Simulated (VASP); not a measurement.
# TiCo3 (P4/mmm) in VASP: single point with PBEsol

Aim: the single point of TiCo3 with PBEsol.

Program: VASP 6.6.1. These are calculated values, not measurements. Logs are shortened: lines on timing, memory, paths and dates and some standing lists are left out, and cuts for length are marked.

### Step 1. The cell of the first run

Symmetry: P4/mmm, No. 123, tetragonal system. Conventional cell: a = 3.705 Å, b = 3.705 Å, c = 3.352 Å, α = 90.00°, β = 90.00°, γ = 90.00°. Ti (site symmetry 4/mmm) has 12 Co at 2.50 to 2.62 Å and 2 Ti at 3.35 Å within 3.4 Å. Co (site symmetry mmm) has 4 Ti at 2.50 Å and 10 Co at 2.50 to 3.35 Å within 3.4 Å. Co (site symmetry 4/mmm) has 10 Co at 2.50 to 3.35 Å and 4 Ti at 2.62 Å within 3.4 Å.

### Step 2. Single point, PBEsol, collinear spin, ferromagnetic start (strain +0.050 along x and y, -0.050 along z)

Contents of INCAR:

```
PREC     = Accurate       # precision mode
ENCUT    = 520            # plane-wave cutoff, eV
EDIFF    = 1E-6           # SCF threshold, eV
ISMEAR   = 0              # smearing method
SIGMA    = 0.15           # smearing width, eV
LREAL    = False          # projectors in reciprocal space
LASPH    = True           # aspherical terms in the spheres
NELM     = 150            # most SCF steps
ALGO     = Fast           # electronic algorithm
ISIF     = 2              # what is computed and relaxed
LWAVE    = False          # write WAVECAR
LCHARG   = True           # write CHGCAR
ISPIN    = 2              # spin polarisation
MAGMOM   = 0 0.3 0.3 0.3  # initial moments
LORBIT   = 11             # projections on sites
LMAXMIX  = 4              # l up to which the mixer works
GGA      = PS             # functional
LELF     = True           # ELF
LVHAR    = True         
NBANDS   = 32             # bands
```

Contents of KPOINTS:

```
regular mesh
0
Gamma
  14 14 14
```

Contents of POSCAR:

```
TiCo3
1.0
    3.7046629891      0.0000000000      0.0000000000
    0.0000000000      3.7046629891      0.0000000000
    0.0000000000      0.0000000000      3.3518379425
Ti Co
1 3
Direct
    0.0000000000      0.0000000000      0.0000000000
    0.0000000000      0.5000000000      0.5000000000
    0.5000000000      0.0000000000      0.5000000000
    0.5000000000      0.5000000000      0.0000000000
```

Potentials or basis: VASP PAW PBE potentials, release 64 (Ti_sv, Co).

Launch:

```console
> cat potpaw_PBE.64/Ti_sv/POTCAR potpaw_PBE.64/Co/POTCAR > POTCAR
> mpirun -np 1 vasp_std > vasp.out
```

OUTCAR:

```text
PREC = Accurate
   ENCUT = 520
   EDIFF = 1E-6
   ISMEAR = 0
   LREAL = False
   LASPH = True
   NELM = 150
   ISIF = 2
   ISPIN = 2
   LORBIT = 11
   GGA = PS

 ion  position               nearest neighbor table
   1  0.000  0.000  0.000-   2 2.50   3 2.50   2 2.50   3 2.50   2 2.50   2 2.50   3 2.50   3 2.50
                             4 2.62   4 2.62   4 2.62   4 2.62
   2  0.000  0.500  0.500-   1 2.50   4 2.50   1 2.50   4 2.50   1 2.50   1 2.50   4 2.50   4 2.50
                             3 2.62   3 2.62   3 2.62   3 2.62
   3  0.500  0.000  0.500-   1 2.50   4 2.50   1 2.50   4 2.50   4 2.50   4 2.50   1 2.50   1 2.50
                             2 2.62   2 2.62   2 2.62   2 2.62
   4  0.500  0.500  0.000-   2 2.50   3 2.50   2 2.50   3 2.50   3 2.50   3 2.50   2 2.50   2 2.50
                             1 2.62   1 2.62   1 2.62   1 2.62

  LATTYP: Found a simple tetragonal cell.
 ALAT       =     3.7046629891
 C/A-ratio  =     0.9047619048

  Lattice vectors:

 A1 = (   3.7046629891,   0.0000000000,   0.0000000000)
 A2 = (   0.0000000000,   3.7046629891,   0.0000000000)
 A3 = (   0.0000000000,   0.0000000000,   3.3518379425)

Analysis of symmetry for initial positions (statically):
=====================================================================
 Subroutine PRICEL returns:
 Original cell was already a primitive cell.

 Routine SETGRP: Setting up the symmetry group for a
 simple tetragonal supercell.

 Subroutine GETGRP returns: Found 16 space group operations
 (whereof 16 operations were pure point group operations)
 out of a pool of 16 trial point group operations.

The static configuration has the point symmetry D_4h.

Analysis of symmetry for dynamics (positions and initial velocities):
=====================================================================
 Subroutine PRICEL returns:
 Original cell was already a primitive cell.

 Routine SETGRP: Setting up the symmetry group for a
 simple tetragonal supercell.

 Subroutine GETGRP returns: Found 16 space group operations
 (whereof 16 operations were pure point group operations)
 out of a pool of 16 trial point group operations.

The dynamic configuration has the point symmetry D_4h.

Analysis of structural, dynamic, and magnetic symmetry:
=====================================================================
 Subroutine PRICEL returns:
 Original cell was already a primitive cell.

 Routine SETGRP: Setting up the symmetry group for a
 simple tetragonal supercell.

 Subroutine GETGRP returns: Found 16 space group operations
[... 135 lines left out ...]
   IVDW    =     0    specifies the selected vdW correction
   LEPSILON=     F    determine dielectric tensor
   LRPA    =     F    only Hartree local field effects (RPA)
 spin polarized calculation
 RMM-DIIS sequential band-by-band and
 Gauss-broadening in eV      SIGMA  =   0.15
  energy-cutoff  :      520.00
  volume of cell :       46.00
 maximum number of plane-waves:      1257
 NGX is ok and might be reduce to    28
   NGX = 13   NGY = 13   NGZ = 13

 number of electron      38.9999983 magnetization       2.5989793

 Free energy of the ion-electron system (eV)
  ---------------------------------------------------
  ext. energy  EPLUGINS =         0.00000000
  ---------------------------------------------------
  free energy    TOTEN  =       -32.61949739 eV

  energy without entropy =      -32.56202613  energy(sigma->0) =      -32.59076176

 E-fermi :  10.1988     XC(G=0): -13.3950

 val. band max:       10.1986102655   @ k =   0.1429   0.0714   0.0000
 cond. band min:      10.1995020247   @ k =   0.2143   0.2143   0.3571
 fundamental gap:      0.0008917592
 Fermi energy:        10.1988216247

 spin component 1

 k-point     1 :       0.0000    0.0000    0.0000
  band No.  band energies     occupation
      1     -45.9774      1.00000
      2     -22.3401      1.00000
      3     -22.3401      1.00000
      4     -22.3024      1.00000
      5       2.0496      1.00000
      6       5.5180      1.00000
[... 805 lines left out ...]
     30      22.6644      0.00000
     31      23.1485      0.00000

 [... further k-points ...]

 spin component 2

 k-point     1 :       0.0000    0.0000    0.0000
  band No.  band energies     occupation
      1     -46.2892      1.00000
      2     -22.6584      1.00000
      3     -22.6584      1.00000
      4     -22.6138      1.00000
      5       2.0458      1.00000
      6       6.0112      1.00000
[... 805 lines left out ...]
     30      22.9788      0.00000
     31      23.3044      0.00000

 [... further k-points ...]

 [bands above 31 left out]

------------------------ aborting loop because EDIFF is reached ----------------------------------------

  FORCE on cell =-STRESS in cart. coord.  units (eV):
  Direction    XX          YY          ZZ          XY          YZ          ZX
  --------------------------------------------------------------------------------------
  -------------------------------------------------------------------------------------
  Total       -2.3031394     -2.3031394     -0.3560080      0.0000000      0.0000000      0.0000000
  in kB      -80.2140390    -80.2140390    -12.3990913      0.0000000      0.0000000      0.0000000
  external PRESSURE =     -57.6090565 kB  Pullay stress =       0.0000000 kB

 VOLUME and BASIS-vectors are now :
 -----------------------------------------------------------------------------
  energy-cutoff  :      520.00
  volume of cell :       46.00
      direct lattice vectors                 reciprocal lattice vectors
     3.704662989  0.000000000  0.000000000     0.269930086  0.000000000  0.000000000
     0.000000000  3.704662989  0.000000000     0.000000000  0.269930086  0.000000000
     0.000000000  0.000000000  3.351837943     0.000000000  0.000000000  0.298343779

 POSITION                                       TOTAL-FORCE (eV/Angst)
 -----------------------------------------------------------------------------------
      0.00000      0.00000      0.00000         0.000000      0.000000      0.000000
      0.00000      1.85233      1.67592         0.000000      0.000000      0.000000
      1.85233      0.00000      1.67592         0.000000      0.000000      0.000000
      1.85233      1.85233      0.00000         0.000000      0.000000      0.000000
 -----------------------------------------------------------------------------------
    total drift:                                0.000000      0.000000      0.000000

  FREE ENERGIE OF THE ION-ELECTRON SYSTEM (eV)
  ---------------------------------------------------
  free  energy   TOTEN  =       -32.6194973946 eV

  energy  without entropy=      -32.5620261316  energy(sigma->0) =      -32.59076176

 total charge

# of ion       s       p       d       tot
------------------------------------------
    1        2.270   6.199   1.950  10.419
    2        0.512   0.509   7.337   8.358
    3        0.512   0.509   7.337   8.358
    4        0.503   0.524   7.275   8.302
--------------------------------------------------
tot          3.796   7.741  23.900  35.437

 magnetization (x)

# of ion       s       p       d       tot
------------------------------------------
    1       -0.007  -0.027  -0.327  -0.361
    2       -0.006  -0.024   0.940   0.910
    3       -0.006  -0.024   0.940   0.910
    4       -0.001  -0.013   1.244   1.230
--------------------------------------------------
tot         -0.021  -0.087   2.797   2.688
```

OSZICAR:

```text
N       E                     dE             d eps       ncg     rms          rms(c)
DAV:   1     0.319037097249E+03    0.31904E+03   -0.17038E+04 37008   0.161E+03
DAV:   2    -0.124661271201E+02   -0.33150E+03   -0.31488E+03 37184   0.371E+02
DAV:   3    -0.372626190567E+02   -0.24796E+02   -0.23837E+02 45016   0.118E+02
[... 31 lines left out ...]
RMM:  35    -0.326188564642E+02   -0.39250E-03   -0.61046E-05 59774   0.592E-02    0.298E-01
RMM:  36    -0.326190178994E+02   -0.16144E-03   -0.17398E-05 48198   0.322E-02    0.258E-01
RMM:  37    -0.326192107877E+02   -0.19289E-03   -0.38766E-05 57623   0.458E-02    0.201E-01
RMM:  38    -0.326193968829E+02   -0.18610E-03   -0.86983E-05 64482   0.757E-02    0.113E-01
RMM:  39    -0.326194982755E+02   -0.10139E-03   -0.15943E-04 65955   0.934E-02    0.626E-03
RMM:  40    -0.326194973946E+02    0.88095E-06   -0.48194E-06 44351   0.167E-02
   1 F= -.32619497E+02 E0= -.32590762E+02  d E =-.574713E-01  mag=     2.5974
```

stdout:

```text
POSCAR found type information on POSCAR TiCo
 POSCAR found :  2 types and       4 ions
 scaLAPACK will be used
 -----------------------------------------------------------------------------
|                                                                             |
|                                                                             |
[... 25 lines left out ...]
WARNING in EDDRMM: call to ZHEGV failed, returncode =   8  4     29
WARNING in EDDRMM: call to ZHEGV failed, returncode =   6  3     27
WARNING in EDDRMM: call to ZHEGV failed, returncode =   6  3     11
WARNING in EDDRMM: call to ZHEGV failed, returncode =   6  3     14
WARNING in EDDRMM: call to ZHEGV failed, returncode =   8  4     31
WARNING in EDDRMM: call to ZHEGV failed, returncode =   8  4     29
WARNING in EDDRMM: call to ZHEGV failed, returncode =   8  4      6
WARNING in EDDRMM: call to ZHEGV failed, returncode =   6  3      5
```

It took 60 min on 1 thread of Oxide Virtual Turin-like, shared host; peak memory 0.62 GiB.

Results:

| Property | Result |
| --- | --- |
| Free energy | -32.6195 eV |
| Pressure | -5.8 GPa |
| Net moment | 2.60 μB per cell |
| Site moments | Ti -0.36; Co +0.91, +1.23 (each value once) μB |
| Valence electrons inside the program's atomic spheres | Ti 10.42; Co 8.36, 8.30 (each value once) |

Caveat: the cell differs from its parent crystal (strain +0.050 along x and y, -0.050 along z); the stress differs along the axes, from -8 to -1 GPa; the PAW data sets were made with another functional, which shifts forces and pressure a little.
